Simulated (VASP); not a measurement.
# MoN2 (Pbam) in VASP: single point with PBE

Aim: the single point of MoN2 with PBE.

Everything below comes from runs of VASP 6.6.1. Logs are shortened: lines on timing, memory, paths and dates and some standing lists are left out, and cuts for length are marked.

### 1 The cell of the first run

It takes space group Pbam (No. 55, orthorhombic). The conventional cell has a = 4.252 Å, b = 4.414 Å, c = 2.752 Å, α = 90.00°, β = 90.00°, γ = 90.00°. Within 2.9 Å of Mo (site symmetry 2/m) lie 8 N at 2.20 to 2.25 Å and 2 Mo at 2.75 Å. N (site symmetry m) has 1 N at 1.37 Å within 1.8 Å.

### 2 Single point, PBE (strain +0.0187 x Voigt [1, -1, 0, 0, 0, 0])

INCAR

```
ALGO     = Normal         # electronic algorithm
EDIFF    = 1E-7           # SCF threshold, eV
ENCUT    = 520            # plane-wave cutoff, eV
GGA      = PE             # functional
ISIF     = 2              # what is computed and relaxed
ISMEAR   = 0              # smearing method
LASPH    = T              # aspherical terms in the spheres
LCHARG   = F              # write CHGCAR
LREAL    = F              # projectors in reciprocal space
LWAVE    = F              # write WAVECAR
NBANDS   = 33             # bands
NELM     = 60             # most SCF steps
PREC     = Accurate       # precision mode
SIGMA    = 0.15           # smearing width, eV
```

KPOINTS

```
k-points
0
Gamma
  12 12 18
```

POSCAR

```
MoN2
1.0
    4.4140902057      0.0000000000      0.0000000000
    0.0000000000      4.2520336889      0.0000000000
    0.0000000000      0.0000000000      2.7518917152
Mo N
2 4
Direct
    0.5000000000      0.5000000000      0.0000000000
    0.0000000000      0.0000000000      0.0000000000
    0.8879039728      0.3879039728      0.5000000000
    0.1120960272      0.6120960272      0.5000000000
    0.3879039728      0.1120960272      0.5000000000
    0.6120960272      0.8879039728      0.5000000000
```

Potentials or basis: VASP PAW PBE potentials, release 64 (Mo_sv, N).

Run with:

```bash
$ cat potpaw_PBE.64/Mo_sv/POTCAR potpaw_PBE.64/N/POTCAR > POTCAR
$ mpirun -np 1 vasp_std > vasp.out
```

OUTCAR:

```text
EDIFF = 1E-7
   ENCUT = 520
   GGA = PE
   ISIF = 2
   ISMEAR = 0
   LASPH = T
   LREAL = F
   NELM = 60
   PREC = Accurate

 ion  position               nearest neighbor table
   1  0.500  0.500  0.000-   5 2.20   6 2.20   5 2.20   6 2.20   3 2.25   4 2.25   3 2.25   4 2.25
                             2 3.06   2 3.06   2 3.06   2 3.06
   2  0.000  0.000  0.000-   3 2.20   4 2.20   3 2.20   4 2.20   5 2.25   6 2.25   5 2.25   6 2.25
                             1 3.06   1 3.06   1 3.06   1 3.06
   3  0.888  0.388  0.500-   4 1.37   2 2.20   2 2.20   1 2.25   1 2.25
   4  0.112  0.612  0.500-   3 1.37   2 2.20   2 2.20   1 2.25   1 2.25
   5  0.388  0.112  0.500-   6 1.37   1 2.20   1 2.20   2 2.25   2 2.25
   6  0.612  0.888  0.500-   5 1.37   1 2.20   1 2.20   2 2.25   2 2.25

  LATTYP: Found a simple orthorhombic cell.
 ALAT       =     2.7518917152
 B/A-ratio  =     1.5451311785
 C/A-ratio  =     1.6040203113

  Lattice vectors:

 A1 = (   0.0000000000,   0.0000000000,  -2.7518917152)
 A2 = (   0.0000000000,   4.2520336889,   0.0000000000)
 A3 = (   4.4140902057,   0.0000000000,   0.0000000000)

Analysis of symmetry for initial positions (statically):
=====================================================================
 Subroutine PRICEL returns:
 Original cell was already a primitive cell.

 Routine SETGRP: Setting up the symmetry group for a
 simple orthorhombic supercell.

 Subroutine GETGRP returns: Found  8 space group operations
 (whereof  4 operations were pure point group operations)
 out of a pool of  8 trial point group operations.

The static configuration has the point symmetry C_2h.
 The point group associated with its full space group is D_2h.

Analysis of symmetry for dynamics (positions and initial velocities):
=====================================================================
 Subroutine PRICEL returns:
 Original cell was already a primitive cell.

 Routine SETGRP: Setting up the symmetry group for a
 simple orthorhombic supercell.

 Subroutine GETGRP returns: Found  8 space group operations
 (whereof  4 operations were pure point group operations)
 out of a pool of  8 trial point group operations.

The dynamic configuration has the point symmetry C_2h.
 The point group associated with its full space group is D_2h.

 Subroutine INISYM returns: Found  8 space group operations
 (whereof  4 operations are pure point group operations),
 and found     1 'primitive' translations

----------------------------------------------------------------------------------------

                                     Primitive cell

  volume of cell :      51.6499

  direct lattice vectors                    reciprocal lattice vectors
     4.414090206  0.000000000  0.000000000     0.226547251  0.000000000  0.000000000
     0.000000000  4.252033689  0.000000000     0.000000000  0.235181580  0.000000000
     0.000000000  0.000000000  2.751891715     0.000000000  0.000000000  0.363386391

  length of vectors
     4.414090206  4.252033689  2.751891715     0.226547251  0.235181580  0.363386391

  position of ions in fractional coordinates (direct lattice)
     0.500000000  0.500000000  0.000000000
     0.000000000  0.000000000  0.000000000
     0.887903973  0.387903973  0.500000000
     0.112096027  0.612096027  0.500000000
     0.387903973  0.112096027  0.500000000
     0.612096027  0.887903973  0.500000000

  ion indices of the primitive-cell ions
   primitive index   ion index
                 1           1
                 2           2
                 3           3
                 4           4
                 5           5
                 6           6

----------------------------------------------------------------------------------------

 KPOINTS: k-points

Automatic generation of k-mesh.
 Grid dimensions read from file:
 generate k-points for:   12   12   18

 Generating k-lattice:

  Cartesian coordinates                     Fractional coordinates (reciprocal lattice)
     0.018878938  0.000000000  0.000000000     0.083333333  0.000000000  0.000000000
     0.000000000  0.019598465  0.000000000     0.000000000  0.083333333  0.000000000
     0.000000000  0.000000000  0.020188133     0.000000000  0.000000000  0.055555556

  Length of vectors
     0.018878938  0.019598465  0.020188133

  Shift w.r.t. Gamma in fractional coordinates (k-lattice)
     0.000000000  0.000000000  0.000000000

 Subroutine IBZKPT returns following result:
 ===========================================

 Found    490 irreducible k-points:

 Following reciprocal coordinates:
            Coordinates               Weight
  0.000000  0.000000  0.000000      1.000000
  0.083333  0.000000  0.000000      2.000000
  0.166667  0.000000  0.000000      2.000000
  0.250000  0.000000  0.000000      2.000000
  0.333333  0.000000  0.000000      2.000000
  0.416667  0.000000  0.000000      2.000000
[... 16 lines left out ...]
  0.083333  0.250000  0.000000      4.000000
  0.166667  0.250000  0.000000      4.000000
 [... further k-points ...]
   k-points           NKPTS =    490   k-points in BZ     NKDIM =    490   number of bands    NBANDS=     33
   number of dos      NEDOS =    301   number of ions     NIONS =      6
   total plane-waves  NPLWV =  23040
   dimension x,y,z NGX =    36 NGY =   32 NGZ =   20
   dimension x,y,z NGXF=    72 NGYF=   64 NGZF=   40
   ions per type =               2   4
   NGX,Y,Z   is equivalent  to a cutoff of  13.56, 12.51, 12.08 a.u.
   NGXF,Y,Z  is equivalent  to a cutoff of  27.12, 25.02, 24.16 a.u.
 SYSTEM =  unknown system
   PREC   = accura    normal or accurate (medium, high low for compatibility)
   ISTART =      0    job   : 0-new  1-cont  2-samecut
   ICHARG =      2    charge: 1-file 2-atom 10-const
   ISPIN  =      1    spin polarized calculation?
   LNONCOLLINEAR =      F non collinear calculations
   LSORBIT =      F    spin-orbit coupling
   LASPH  =      T    aspherical Exc in radial PAW
   ENCUT  =  520.0 eV  38.22 Ry    6.18 a.u.   8.21  7.91  5.12*2*pi/ulx,y,z
   NELM   =     60;   NELMIN=  2; NELMDL= -5     # of ELM steps
   EDIFF  = 0.1E-06   stopping-criterion for ELM
   LREAL  =      F    real-space projection
   EDIFFG = 0.1E-05   stopping-criterion for IOM
   NSW    =      0    number of steps for IOM
   IBRION =     -1    ionic relax: 0-MD 1-quasi-New 2-CG
   NFREE  =      0    steps in history (QN), initial steepest desc. (CG)
   ISIF   =      2    stress and relaxation
   ISYM   =      2    0-nonsym 1-usesym 2-fastsym
   POTIM  = 0.5000    time-step for ionic-motion
   TEBEG  =    0.0;   TEEND  =   0.0 temperature during run
   PSTRESS=    0.0 pullay stress
   NELECT =      48.0000    total number of electrons
   NUPDOWN=      -1.0000    fix difference up-down
   EMIN   =  10.00;   EMAX   =-10.00  energy-range for DOS
   EFERMI =   0.00;   METHOD = LEGACY
   ISMEAR =     0;   SIGMA  =   0.15  broadening in eV -4-tet -1-fermi 0-gaus
   EFERMI_NEDOS =   21; number of points for ismear=-14 and -15
   IALGO  =     38    algorithm
   IMIX   =      4    mixing-type and parameters
     AMIX     =   0.40;   BMIX     =  1.00
     AMIX_MAG =   1.60;   BMIX_MAG =  1.00
  volume/ion in A,a.u.               =       8.61        58.09
  Fermi-wavevector in a.u.,A,eV,Ry     =   1.597591  3.019008 34.726091  2.552296
  Thomas-Fermi vector in A             =   2.695173
   LORBIT       =      0    0 simple, 1 ext, 2 COOP (PROOUT), +10 PAW based schemes
   GGA     = PE    functional components
   LHFCALC =     F    Hartree Fock is set to
   AEXX    =    0.0000 exact exchange contribution
   IVDW    =     0    specifies the selected vdW correction
   LEPSILON=     F    determine dielectric tensor
   LRPA    =     F    only Hartree local field effects (RPA)
 non-spin polarized calculation
 Gauss-broadening in eV      SIGMA  =   0.15
  energy-cutoff  :      520.00
  volume of cell :       51.65
 maximum number of plane-waves:      1420
 NGX is ok and might be reduce to    36
   NGX = 17   NGY = 15   NGZ = 11

 number of electron      47.9999997 magnetization

 Free energy of the ion-electron system (eV)
  ---------------------------------------------------
  ext. energy  EPLUGINS =         0.00000000
  ---------------------------------------------------
  free energy    TOTEN  =       -54.66946652 eV

  energy without entropy =      -54.64924444  energy(sigma->0) =      -54.65935548

 E-fermi :  12.2762     XC(G=0): -13.7362

 val. band max:       12.2745660469   @ k =   0.3333   0.1667   0.2778
 cond. band min:      12.2786264935   @ k =   0.0000   0.4167   0.0556
 fundamental gap:      0.0040604465
 Fermi energy:        12.2762292650

 k-point     1 :       0.0000    0.0000    0.0000
  band No.  band energies     occupation
      1     -49.7874      2.00000
      2     -49.7257      2.00000
      3     -24.0047      2.00000
      4     -23.9600      2.00000
      5     -23.6452      2.00000
      6     -23.6314      2.00000
[... 25 lines left out ...]
     32      18.1992      0.00000
     33      19.8279      0.00000

 k-point     2 :       0.0833    0.0000    0.0000
  band No.  band energies     occupation
      1     -49.7863      2.00000
      2     -49.7267      2.00000
      3     -23.9998      2.00000
      4     -23.9546      2.00000
      5     -23.6527      2.00000
      6     -23.6371      2.00000
[... 25 lines left out ...]
     32      18.1203      0.00000
     33      19.6332      0.00000

 k-point     3 :       0.1667    0.0000    0.0000
  band No.  band energies     occupation
      1     -49.7832      2.00000
      2     -49.7298      2.00000
      3     -23.9852      2.00000
      4     -23.9385      2.00000
      5     -23.6743      2.00000
      6     -23.6539      2.00000
[... 25 lines left out ...]
     32      17.8919      0.00000
     33      19.3663      0.00000

 k-point     4 :       0.2500    0.0000    0.0000
  band No.  band energies     occupation
      1     -49.7783      2.00000
      2     -49.7346      2.00000
      3     -23.9613      2.00000
      4     -23.9129      2.00000
      5     -23.7077      2.00000
      6     -23.6805      2.00000
[... 25 lines left out ...]
     32      17.5389      0.00000
     33      19.2339      0.00000

 k-point     5 :       0.3333    0.0000    0.0000
  band No.  band energies     occupation
      1     -49.7719      2.00000
      2     -49.7410      2.00000
      3     -23.9288      2.00000
      4     -23.8794      2.00000
      5     -23.7497      2.00000
      6     -23.7150      2.00000
[... 604 lines left out ...]
 k-point    22 :       0.0000    0.2500    0.0000
  band No.  band energies     occupation
      1     -49.7782      2.00000
      2     -49.7345      2.00000
      3     -23.9530      2.00000
      4     -23.9254      2.00000
      5     -23.6989      2.00000
      6     -23.6938      2.00000
[... 25 lines left out ...]
     32      17.3654      0.00000
     33      19.2847      0.00000

 k-point    23 :       0.0833    0.2500    0.0000
  band No.  band energies     occupation
      1     -49.7774      2.00000
      2     -49.7353      2.00000
      3     -23.9790      2.00000
      4     -23.8920      2.00000
      5     -23.7438      2.00000
      6     -23.6581      2.00000
[... 25 lines left out ...]
     32      17.3999      0.00000
     33      19.1649      0.00000

 k-point    24 :       0.1667    0.2500    0.0000
  band No.  band energies     occupation
      1     -49.7752      2.00000
      2     -49.7374      2.00000
      3     -24.0057      2.00000
      4     -23.8436      2.00000
      5     -23.7970      2.00000
      6     -23.6318      2.00000
[... 25 lines left out ...]
     32      17.2884      0.00000
     33      18.9827      0.00000

 [... further k-points ...]
[... 5 lines left out ...]
  --------------------------------------------------------------------------------------
  -------------------------------------------------------------------------------------
  Total       -2.8705159      3.5869086      0.3297209      0.0000000      0.0000000      0.0000000
  in kB      -89.0433106    111.2657886     10.2279317      0.0000000      0.0000000      0.0000000
  external PRESSURE =      10.8168032 kB  Pullay stress =       0.0000000 kB

 VOLUME and BASIS-vectors are now :
 -----------------------------------------------------------------------------
  energy-cutoff  :      520.00
  volume of cell :       51.65
      direct lattice vectors                 reciprocal lattice vectors
     4.414090206  0.000000000  0.000000000     0.226547251  0.000000000  0.000000000
     0.000000000  4.252033689  0.000000000     0.000000000  0.235181580  0.000000000
     0.000000000  0.000000000  2.751891715     0.000000000  0.000000000  0.363386391

 POSITION                                       TOTAL-FORCE (eV/Angst)
 -----------------------------------------------------------------------------------
      2.20705      2.12602      0.00000         0.000000      0.000000      0.000000
      0.00000      0.00000      0.00000         0.000000      0.000000      0.000000
      3.91929      1.64938      1.37595         0.108934     -0.191037      0.000000
      0.49480      2.60265      1.37595        -0.108934      0.191037      0.000000
      1.71224      0.47664      1.37595         0.108934      0.191037      0.000000
      2.70185      3.77540      1.37595        -0.108934     -0.191037      0.000000
 -----------------------------------------------------------------------------------
    total drift:                                0.000000      0.000000     -0.000000

  FREE ENERGIE OF THE ION-ELECTRON SYSTEM (eV)
  ---------------------------------------------------
  free  energy   TOTEN  =       -54.6694665226 eV

  energy  without entropy=      -54.6492444368  energy(sigma->0) =      -54.65935548
```

Run time: 6.6 min. Hardware: 1 thread of Intel Xeon Platinum 8488C (Sapphire Rapids), shared host; peak memory 0.67 GiB.

Results:

```
Free energy            : -54.6695 eV
Pressure               : 1.1 GPa
Largest force          : 0.220 eV/Å
Band gap on the k mesh : zero (band 24 reaches 13.80 eV, above the bottom of band 25 at 11.63 eV)
```

Forces on the atoms (eV/Å):
```
Mo   0.000  0.000  0.000
Mo   0.000  0.000  0.000
N    0.109 -0.191  0.000
N   -0.109  0.191  0.000
N    0.109  0.191  0.000
N   -0.109 -0.191  0.000
```

Caveat: the cell differs from its parent crystal (strain +0.0187 x Voigt [1, -1, 0, 0, 0, 0]).
